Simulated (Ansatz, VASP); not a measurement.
## NaI: VASP beside Ansatz

```
CELL_PARAMETERS angstrom
5.20905 0.00000 0.00000
-2.60453 4.51117 0.00000
0.00000 0.00000 36.37257
ATOMIC_POSITIONS crystal
Na 0.33333 0.66667 0.21020
Na 0.66667 0.33333 0.36716
I 0.00000 0.00000 0.21034
I 0.00000 0.00000 0.36702
```

Change from the starting cell: species swapped into a sheet of the ZrBr type.

Alike in both runs: functional PBE; k mesh 6 × 6 × 1; occupations gaussian, width 0.02 eV; no spin polarisation.

Ansatz relaxed the structure, and its values are those at the end. VASP's run is a single point on that final structure, the one shown.

```csv
,VASP,Ansatz
version,VASP 6.6.1,Ansatz 0.2.0
potentials or method,"VASP PAW PBE potentials, release 64 (Na_pv, I), cutoff 520 eV","scalar-relativistic, plane waves, PAW"
valence electrons in the cell,28,52
```

```csv
,VASP,Ansatz,Ansatz less VASP
gap on the k mesh at the Fermi level (eV),3.82,3.82,+0.001
least direct gap on the mesh (eV),3.99,3.99,+0.001
```

VASP's potentials hold 28 valence electrons a cell and Ansatz's 52, so a difference there can come from the potentials and not from the codes. Ansatz's warnings: xc potential rough in thin density.

Spin-orbit coupling is off throughout.
